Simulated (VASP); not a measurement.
Wanted: the native input for a VASP 6.6.1 run.

* Task: relaxation of cell and atoms
* Functional: PBE
* Potentials or basis: VASP PAW PBE potentials, release 64 (Mg, S)
* Cutoff: 600 eV
* k mesh: 6 × 6 × 6
* Occupations: gaussian, width 0.02 eV
* Spin: no spin polarisation
* Dipole correction: no
* Further INCAR settings: ALGO = Normal; EDIFF = 1e-06; IBRION = 2; EDIFFG = -0.002; NSW = 100; ISIF = 3

The structure of MgS (pbe) lies in POSCAR:

```
MgS
1.0
    0.0000000000      2.6000000000      2.6000000000
    2.6000000000      0.0000000000      2.6000000000
    2.6000000000      2.6000000000      0.0000000000
Mg S
1 1
Direct
    0.0000000000      0.0000000000      0.0000000000
    0.5000000000      0.5000000000      0.5000000000
```

The input as run:

INCAR

```
SYSTEM = MgS
PREC = Accurate ; ENCUT = 600
EDIFF = 1E-6 ; ISMEAR = 0
SIGMA = 0.02 ; LREAL = .False.
LASPH = .True. ; NELM = 100
ALGO = Normal ; ISIF = 3
LWAVE = .False. ; LCHARG = .False.
GGA = PE ; IBRION = 2
NSW = 100 ; EDIFFG = -0.002
```

KPOINTS

```
regular mesh
0
Gamma
  6 6 6
  0 0 0
```

Potentials or basis: VASP PAW PBE potentials, release 64 (Mg, S).

The run is started by

```sh
$ cat potpaw_PBE.64/Mg/POTCAR potpaw_PBE.64/S/POTCAR > POTCAR
$ mpirun -np 1 vasp_std > vasp.out
```

It gave:

```yaml
Relaxed_volume: 17.82 Å³/atom
Relaxed_cell: a = 3.694 Å, b = 3.694 Å, c = 3.694 Å, α = 60.00°, β = 60.00°, γ = 60.00°
Space_group_after_relaxing_to_0.05_Å: Fm-3m (No. 225)
Energy_gained_by_relaxing: 0.8 meV/atom
Ionic_steps: 3
Pressure_after_relaxing: 0.0 GPa
Band_gap_on_the_k_mesh: 2.75 eV, indirect (least direct gap 3.62 eV)
```

Run time: 12 s on 1 thread of Intel(R) Xeon(R) Platinum 8488C (Sapphire Rapids), with other jobs on the host, peak memory 0.16 GiB.
